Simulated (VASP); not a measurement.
Set up this calculation in VASP 6.6.1, as the native input.

| Item | Value |
| --- | --- |
| Task | single point |
| Functional | r2SCAN |
| Potentials or basis | VASP PAW PBE potentials, release 64 (Pt) |
| Cutoff | 550 eV |
| k mesh | 16 × 16 × 16 |
| Occupations | gaussian, width 0.15 eV |
| Spin | no spin polarisation |
| Dipole correction | no |
| Further INCAR settings | ALGO = Normal; EDIFF = 1e-06; NBANDS = 11 |

The system is Pt.

```
CELL_PARAMETERS angstrom
-1.55408 1.57418 1.61203
1.52445 -1.55618 1.56440
1.56988 1.57198 -1.59403
ATOMIC_POSITIONS crystal
Pt 0.00000 0.00000 0.00000
```

The input as run:

POSCAR

```
Pt
1.0
   -1.5540824410      1.5741813686      1.6120323687
    1.5244463318     -1.5561824035      1.5643972944
    1.5698805097      1.5719804722     -1.5940334037
Pt
1
Direct
    0.0000000000      0.0000000000      0.0000000000
```

INCAR.step1

```
ALGO = Normal
EDIFF = 1E-5
ENCUT = 550
GGA = PE
GGA_COMPAT = F
ISMEAR = 0
LASPH = T
LCHARG = F
LREAL = F
LWAVE = T
NBANDS = 11
NELM = 120
PREC = Accurate
SIGMA = 0.15
```

INCAR.step2

```
ALGO = Normal
EDIFF = 1E-6
ENCUT = 550
GGA_COMPAT = F
ISIF = 2
ISMEAR = 0
ISTART = 1
LASPH = T
LCHARG = F
LMIXTAU = T
LREAL = F
LWAVE = F
METAGGA = R2SCAN
NBANDS = 11
NELM = 120
PREC = Accurate
SIGMA = 0.15
```

KPOINTS

```
k-points
0
Gamma
  16 16 16
```

Potentials or basis: VASP PAW PBE potentials, release 64 (Pt).

Run with:

```bash
$ cat potpaw_PBE.64/Pt/POTCAR > POTCAR
$ cp INCAR.step1 INCAR
$ mpirun -np 1 vasp_std > vasp.out
$ cp INCAR.step2 INCAR
$ mpirun -np 1 vasp_std > vasp.out
```

It gave:

```yaml
Pressure: 1.3 GPa
Band_gap_on_the_k_mesh: zero (band 5 reaches 11.55 eV, above the bottom of band 6 at 9.05 eV)
```

Caveat: the PAW data sets were made with another functional, which shifts forces and pressure a little; spin-orbit coupling is left out, which moves the levels of the heavy elements.

Wall time 7.1 min on 1 thread of Intel(R) Xeon(R) 6975P-C (Granite Rapids), on a shared host, peak memory 0.48 GiB.
